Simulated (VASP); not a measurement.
# Ru in VASP: single point with PBEsol

Aim: the single point of Ru with PBEsol.

Everything below comes from runs of VASP 6.6.1. Logs are shortened: lines on timing, memory, paths and dates and some standing lists are left out, and cuts for length are marked.

**1. The cell of the first run**

The cell holds a slab with vacuum, 5 atoms: a = 2.690 Å, b = 2.690 Å, c = 24.500 Å, α = 90.00°, β = 90.00°, γ = 120.00°.

**2. Single point, PBEsol**

Contents of INCAR:

```
PREC = Accurate
ENCUT = 520
EDIFF = 1E-6
ISMEAR = -1
SIGMA = 0.05
LREAL = F
LASPH = T
NELM = 100
ALGO = Normal
ISIF = 2
LWAVE = F
LCHARG = F
GGA = PS
NBANDS = 43
```

Contents of KPOINTS:

```
Automatic mesh
0
Gamma
  15 15 1
```

Contents of POSCAR:

```
Ru
1.0
    2.6901084707      0.0000000000      0.0000000000
   -1.3450542353      2.3297022745      0.0000000000
    0.0000000000      0.0000000000     24.4996000000
Ru
5
Direct
    0.0000000000      0.0000000000      0.3290002204
    0.3333333333      0.6666666667      0.4126361497
    0.0000000000      0.0000000000      0.4999999991
    0.3333333333      0.6666666667      0.5873638504
    0.0000000000      0.0000000000      0.6709997802
```

Potentials or basis: VASP PAW PBE potentials, release 64 (Ru_pv).

Started as:

```bash
$ cat potpaw_PBE.64/Ru_pv/POTCAR > POTCAR
$ mpirun -np 1 vasp_std > vasp.out
```

OUTCAR:

```text
PREC = Accurate
   ENCUT = 520
   EDIFF = 1E-6
   ISMEAR = -1
   LREAL = F
   LASPH = T
   NELM = 100
   ISIF = 2
   GGA = PS

 ion  position               nearest neighbor table
   1  0.000  0.000  0.329-   2 2.57   2 2.57   2 2.57
   2  0.333  0.667  0.413-   1 2.57   1 2.57   1 2.57   3 2.64   3 2.64   3 2.64
   3  0.000  0.000  0.500-   2 2.64   2 2.64   2 2.64   4 2.64   4 2.64   4 2.64
   4  0.333  0.667  0.587-   5 2.57   5 2.57   5 2.57   3 2.64   3 2.64   3 2.64
   5  0.000  0.000  0.671-   4 2.57   4 2.57   4 2.57

  LATTYP: Found a hexagonal cell.
 ALAT       =     2.6901084707
 C/A-ratio  =     9.1072907531

  Lattice vectors:

 A1 = (   2.6901084707,   0.0000000000,   0.0000000000)
 A2 = (  -1.3450542353,   2.3297022745,   0.0000000000)
 A3 = (   0.0000000000,   0.0000000000,  24.4996000000)

Analysis of symmetry for initial positions (statically):
=====================================================================
 Subroutine PRICEL returns:
 Original cell was already a primitive cell.

 Routine SETGRP: Setting up the symmetry group for a
 hexagonal supercell.

 Subroutine GETGRP returns: Found 12 space group operations
 (whereof 12 operations were pure point group operations)
 out of a pool of 24 trial point group operations.

The static configuration has the point symmetry D_3h.

Analysis of symmetry for dynamics (positions and initial velocities):
=====================================================================
 Subroutine PRICEL returns:
 Original cell was already a primitive cell.

 Routine SETGRP: Setting up the symmetry group for a
 hexagonal supercell.

 Subroutine GETGRP returns: Found 12 space group operations
 (whereof 12 operations were pure point group operations)
 out of a pool of 24 trial point group operations.

The dynamic configuration has the point symmetry D_3h.

 Subroutine INISYM returns: Found 12 space group operations
 (whereof 12 operations are pure point group operations),
 and found     1 'primitive' translations

----------------------------------------------------------------------------------------

                                     Primitive cell

  volume of cell :     153.5427

  direct lattice vectors                    reciprocal lattice vectors
     2.690108471  0.000000000  0.000000000     0.371732222  0.214619699  0.000000000
    -1.345054235  2.329702274  0.000000000     0.000000000  0.429239397  0.000000000
     0.000000000  0.000000000 24.499600000     0.000000000  0.000000000  0.040816993

  length of vectors
     2.690108471  2.690108471 24.499600000     0.429239397  0.429239397  0.040816993

  position of ions in fractional coordinates (direct lattice)
     0.000000000  0.000000000  0.329000220
     0.333333333  0.666666667  0.412636150
     0.000000000  0.000000000  0.499999999
     0.333333333  0.666666667  0.587363850
     0.000000000  0.000000000  0.670999780

  ion indices of the primitive-cell ions
   primitive index   ion index
                 1           1
                 2           2
                 3           3
                 4           4
                 5           5

----------------------------------------------------------------------------------------

 KPOINTS: Automatic mesh

Automatic generation of k-mesh.
 Grid dimensions read from file:
 generate k-points for:   15   15    1

 Generating k-lattice:

  Cartesian coordinates                     Fractional coordinates (reciprocal lattice)
     0.024782148  0.014307980  0.000000000     0.066666667 -0.000000000  0.000000000
     0.000000000  0.028615960  0.000000000     0.000000000  0.066666667  0.000000000
     0.000000000  0.000000000  0.040816993     0.000000000  0.000000000  1.000000000

  Length of vectors
     0.028615960  0.028615960  0.040816993

  Shift w.r.t. Gamma in fractional coordinates (k-lattice)
     0.000000000  0.000000000  0.000000000

 Subroutine IBZKPT returns following result:
 ===========================================

 Found     27 irreducible k-points:

 Following reciprocal coordinates:
            Coordinates               Weight
  0.000000  0.000000  0.000000      1.000000
  0.066667  0.000000  0.000000      6.000000
  0.133333  0.000000  0.000000      6.000000
  0.200000  0.000000  0.000000      6.000000
  0.266667  0.000000  0.000000      6.000000
  0.333333  0.000000  0.000000      6.000000
[... 16 lines left out ...]
  0.333333  0.200000  0.000000     12.000000
  0.400000  0.200000  0.000000      6.000000
 [... further k-points ...]
   k-points           NKPTS =     27   k-points in BZ     NKDIM =     27   number of bands    NBANDS=     43
   number of dos      NEDOS =    301   number of ions     NIONS =      5
   total plane-waves  NPLWV =  76800
   dimension x,y,z NGX =    20 NGY =   20 NGZ =  192
   dimension x,y,z NGXF=    40 NGYF=   40 NGZF=  384
   ions per type =               5
   NGX,Y,Z   is equivalent  to a cutoff of  12.36, 12.36, 13.03 a.u.
   NGXF,Y,Z  is equivalent  to a cutoff of  24.72, 24.72, 26.06 a.u.
 SYSTEM =  unknown system
   PREC   = accura    normal or accurate (medium, high low for compatibility)
   ISTART =      0    job   : 0-new  1-cont  2-samecut
   ICHARG =      2    charge: 1-file 2-atom 10-const
   ISPIN  =      1    spin polarized calculation?
   LNONCOLLINEAR =      F non collinear calculations
   LSORBIT =      F    spin-orbit coupling
   LASPH  =      T    aspherical Exc in radial PAW
   ENCUT  =  520.0 eV  38.22 Ry    6.18 a.u.   5.00  5.00 45.55*2*pi/ulx,y,z
   NELM   =    100;   NELMIN=  2; NELMDL= -5     # of ELM steps
   EDIFF  = 0.1E-05   stopping-criterion for ELM
   LREAL  =      F    real-space projection
   EDIFFG = 0.1E-04   stopping-criterion for IOM
   NSW    =      0    number of steps for IOM
   IBRION =     -1    ionic relax: 0-MD 1-quasi-New 2-CG
   NFREE  =      0    steps in history (QN), initial steepest desc. (CG)
   ISIF   =      2    stress and relaxation
   ISYM   =      2    0-nonsym 1-usesym 2-fastsym
   POTIM  = 0.5000    time-step for ionic-motion
   TEBEG  =    0.0;   TEEND  =   0.0 temperature during run
   PSTRESS=    0.0 pullay stress
   NELECT =      70.0000    total number of electrons
   NUPDOWN=      -1.0000    fix difference up-down
   EMIN   =  10.00;   EMAX   =-10.00  energy-range for DOS
   EFERMI =   0.00;   METHOD = LEGACY
   ISMEAR =    -1;   SIGMA  =   0.05  broadening in eV -4-tet -1-fermi 0-gaus
   EFERMI_NEDOS =   21; number of points for ismear=-14 and -15
   IALGO  =     38    algorithm
   IMIX   =      4    mixing-type and parameters
     AMIX     =   0.40;   BMIX     =  1.00
     AMIX_MAG =   1.60;   BMIX_MAG =  1.00
  volume/ion in A,a.u.               =      30.71       207.23
  Fermi-wavevector in a.u.,A,eV,Ry     =   1.259982  2.381021 21.600002  1.587555
  Thomas-Fermi vector in A             =   2.393515
   LORBIT       =      0    0 simple, 1 ext, 2 COOP (PROOUT), +10 PAW based schemes
   GGA     = PS    functional components
   LHFCALC =     F    Hartree Fock is set to
   AEXX    =    0.0000 exact exchange contribution
   IVDW    =     0    specifies the selected vdW correction
   LEPSILON=     F    determine dielectric tensor
   LRPA    =     F    only Hartree local field effects (RPA)
 non-spin polarized calculation
  energy-cutoff  :      520.00
  volume of cell :      153.54
 maximum number of plane-waves:      4193
 NGX is ok and might be reduce to    20
   NGX =  9   NGY =  9   NGZ = 91

 number of electron      69.9999987 magnetization

 Free energy of the ion-electron system (eV)
  ---------------------------------------------------
  ext. energy  EPLUGINS =         0.00000000
  ---------------------------------------------------
  free energy    TOTEN  =       -48.49042246 eV

  energy without entropy =      -48.44374780  energy(sigma->0) =      -48.46708513

 E-fermi :   2.8611     XC(G=0):  -7.0489

 val. band max:        2.8566736644   @ k =   0.2667   0.2000   0.0000
 cond. band min:       2.8662397534   @ k =   0.2667   0.1333   0.0000
 fundamental gap:      0.0095660891
 Fermi energy:         2.8611471885

 k-point     1 :       0.0000    0.0000    0.0000
  band No.  band energies     occupation
      1     -40.8494      2.00000
      2     -40.6270      2.00000
      3     -40.1176      2.00000
      4     -39.9540      2.00000
      5     -39.9540      2.00000
      6     -39.9349      2.00000
[... 35 lines left out ...]
     42       4.0079      0.00000
     43       4.0373      0.00000

 k-point     2 :       0.0667    0.0000    0.0000
  band No.  band energies     occupation
      1     -40.8358      2.00000
      2     -40.6208      2.00000
      3     -40.1399      2.00000
      4     -39.9931      2.00000
      5     -39.9641      2.00000
      6     -39.9443      2.00000
[... 35 lines left out ...]
     42       3.6989      0.00000
     43       4.0252      0.00000

 k-point     3 :       0.1333    0.0000    0.0000
  band No.  band energies     occupation
      1     -40.7967      2.00000
      2     -40.6057      2.00000
      3     -40.2161      2.00000
      4     -40.0983      2.00000
      5     -39.9925      2.00000
      6     -39.9686      2.00000
[... 35 lines left out ...]
     42       4.0614      0.00000
     43       4.2171      0.00000

 k-point     4 :       0.2000    0.0000    0.0000
  band No.  band energies     occupation
      1     -40.7381      2.00000
      2     -40.5927      2.00000
      3     -40.3432      2.00000
      4     -40.2456      2.00000
      5     -40.0337      2.00000
      6     -40.0272      2.00000
[... 863 lines left out ...]
     42       6.4708      0.00000
     43       6.9873      0.00000

 k-point    23 :       0.3333    0.2000    0.0000
  band No.  band energies     occupation
      1     -40.7379      2.00000
      2     -40.6951      2.00000
      3     -40.6252      2.00000
      4     -40.4796      2.00000
      5     -40.3888      2.00000
      6     -40.3372      2.00000
[... 35 lines left out ...]
     42       7.8265      0.00000
     43       8.4524      0.00000

 k-point    24 :       0.4000    0.2000    0.0000
  band No.  band energies     occupation
      1     -40.7526      2.00000
      2     -40.7131      2.00000
      3     -40.6297      2.00000
      4     -40.4657      2.00000
      5     -40.4051      2.00000
      6     -40.3617      2.00000
[... 35 lines left out ...]
     42       8.7383      0.00000
     43       9.3116      0.00000

 [... further k-points ...]

------------------------ aborting loop because EDIFF is reached ----------------------------------------

  FORCE on cell =-STRESS in cart. coord.  units (eV):
  Direction    XX          YY          ZZ          XY          YZ          ZX
  --------------------------------------------------------------------------------------
  -------------------------------------------------------------------------------------
  Total       -3.2803457     -3.2803457      0.0388248     -0.0000000      0.0000000      0.0000000
  in kB      -34.2295336    -34.2295336      0.4051264     -0.0000000      0.0000000      0.0000000
  external PRESSURE =     -22.6846469 kB  Pullay stress =       0.0000000 kB

 VOLUME and BASIS-vectors are now :
 -----------------------------------------------------------------------------
  energy-cutoff  :      520.00
  volume of cell :      153.54
      direct lattice vectors                 reciprocal lattice vectors
     2.690108471  0.000000000  0.000000000     0.371732222  0.214619699  0.000000000
    -1.345054235  2.329702274  0.000000000     0.000000000  0.429239397  0.000000000
     0.000000000  0.000000000 24.499600000     0.000000000  0.000000000  0.040816993

 POSITION                                       TOTAL-FORCE (eV/Angst)
 -----------------------------------------------------------------------------------
      0.00000      0.00000      8.06037         0.000000      0.000000     -0.014702
     -0.00000      1.55313     10.10942        -0.000000      0.000000      0.004012
      0.00000      0.00000     12.24980         0.000000      0.000000     -0.000000
     -0.00000      1.55313     14.39018        -0.000000     -0.000000     -0.004012
      0.00000      0.00000     16.43923         0.000000      0.000000      0.014702
 -----------------------------------------------------------------------------------
    total drift:                                0.000001     -0.000000      0.000009

  FREE ENERGIE OF THE ION-ELECTRON SYSTEM (eV)
  ---------------------------------------------------
  free  energy   TOTEN  =       -48.4904224619 eV

  energy  without entropy=      -48.4437477963  energy(sigma->0) =      -48.46708513
```

Wall time 3 min (1 thread of Intel Xeon 6975P-C (Granite Rapids), shared host); peak memory 0.32 GiB.

What came out:

* Free energy: -48.4904 eV
* Largest force: 0.015 eV/Å
* Band gap on the k mesh: zero (bands 35 and 36 overlap by 2.49 eV)

Forces in eV/Å, atoms in the order of the input:
```
Ru   0.000  0.000 -0.015
Ru   0.000  0.000  0.004
Ru   0.000  0.000  0.000
Ru   0.000  0.000 -0.004
Ru   0.000  0.000  0.015
```

Caveat: the PAW data sets were made with another functional, which shifts forces and pressure a little.
